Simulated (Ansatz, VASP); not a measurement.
Al7Si: VASP beside Ansatz

Contents of INCAR:

```
PREC = Accurate
ENCUT = 520
EDIFF = 1E-7
ISMEAR = 0
SIGMA = 0.1
LREAL = False
LASPH = True
NELM = 100
ALGO = Fast
ISIF = 2
LWAVE = False
LCHARG = False
GGA = PE
NBANDS = 22
```

The input KPOINTS:

```
Automatic mesh
0
Gamma
  8 8 8
```

Contents of POSCAR:

```
Al7Si
1.0
    0.0000000000      3.8509742139      3.8509742139
    3.8509742139      0.0000000000      3.8509742139
    3.8509742139      3.8509742139      0.0000000000
Al Si
7 1
Direct
    0.0000000000      0.0000000000      0.5000000000
    0.0000000000      0.5000000000      0.0000000000
    0.0000000000      0.5000000000      0.5000000000
    0.5000000000      0.0000000000      0.0000000000
    0.5000000000      0.0000000000      0.5000000000
    0.5000000000      0.5000000000      0.0000000000
    0.5000000000      0.5000000000      0.5000000000
    0.0000000000      0.0000000000      0.0000000000
```

Input for Ansatz:

```yaml
crystal:
  lattice:
    - [0.0, 3.8509742139, 3.8509742139]
    - [3.8509742139, 0.0, 3.8509742139]
    - [3.8509742139, 3.8509742139, 0.0]
  atoms:
    - { symbol: Al, position: [0.0, 0.0, 0.5] }
    - { symbol: Al, position: [0.0, 0.5, 0.0] }
    - { symbol: Al, position: [0.0, 0.5, 0.5] }
    - { symbol: Al, position: [0.5, 0.0, 0.0] }
    - { symbol: Al, position: [0.5, 0.0, 0.5] }
    - { symbol: Al, position: [0.5, 0.5, 0.0] }
    - { symbol: Al, position: [0.5, 0.5, 0.5] }
    - { symbol: Si, position: [0.0, 0.0, 0.0] }
basis:
  ecutwfc: 420
kpoints:
  mp_grid: { grid: [8, 8, 8] }
hamiltonian:
  xc: pbe
scf:
  occupations: { method: gaussian, width: 0.1 }
output:
  forces: true
  stress: true
  eigenvalues: true
```

Alike in both runs: task single point; functional PBE; k mesh 8 × 8 × 8; occupations gaussian, width 0.1 eV; no spin polarisation.

|  | VASP | Ansatz |
| --- | --- | --- |
| version | VASP 6.6.1 | Ansatz 0.2.0 |
| potentials or method | VASP PAW PBE potentials, release 64 (Al, Si), cutoff 520 eV | scalar-relativistic, plane waves, PAW |
| valence electrons in the cell | 25 | 25 |

|  | VASP | Ansatz | Ansatz less VASP |
| --- | --- | --- | --- |
| gap on the k mesh at the Fermi level (eV) | none | none | - |
| pressure (GPa) | 12.9 | 13.0 | +0.05 |

A gap of «none» marks a metal or a gap that the smearing closes.
